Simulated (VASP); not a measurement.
Write the native input for VASP 6.6.1 that does the following.

```yaml
Task: single point
Functional: PBE
Potentials_or_basis: VASP PAW PBE potentials, release 64 (Yb)
Cutoff: 520 eV
k_mesh: 14 × 14 × 14
Occupations: gaussian, width 0.15 eV
Spin: no spin polarisation
Dipole_correction: no
Further_INCAR_settings: ALGO = Fast; EDIFF = 1e-06; NBANDS = 18
```

The structure of Yb lies in POSCAR:

```
Yb
1.0
   -0.1436484195      2.6117894455      2.3244926065
    2.4681410260      0.0000000000      2.1808441870
    2.6117894455      2.6117894455     -0.1436484195
Yb
1
Direct
    0.0000000000      0.0000000000      0.0000000000
```

This cell differs from its parent crystal: engineering shear strain xz -0.1100, normal strain along z -0.1100.

The input as run:

INCAR

```
  PREC = Accurate
  ENCUT = 520
  EDIFF = 1E-6
  ISMEAR = 0
  SIGMA = 0.15
  LREAL = F
  LASPH = T
  NELM = 60
  ALGO = Fast
  ISIF = 2
  LWAVE = F
  LCHARG = T
  GGA = PE
  LELF = T
  LVHAR = T
  NBANDS = 18
```

KPOINTS

```
Automatic mesh
0
Gamma
  14 14 14
```

Potentials or basis: VASP PAW PBE potentials, release 64 (Yb).

The run is started by

```sh
$ cat potpaw_PBE.64/Yb/POTCAR > POTCAR
$ mpirun -np 1 vasp_std > vasp.out
```

Results of the run:

```json
{
 "Pressure": "2.8 GPa",
 "Band gap on the k mesh": "zero (bands 12 and 13 overlap by 0.66 eV)"
}
```

Caveat: the cell differs from its parent crystal (engineering shear strain xz -0.1100, normal strain along z -0.1100); spin-orbit coupling is left out, which moves the levels of the heavy elements.

It took 12 min on 1 thread of Intel(R) Xeon(R) 6975P-C (Granite Rapids) (shared host), peak memory 0.56 GiB.
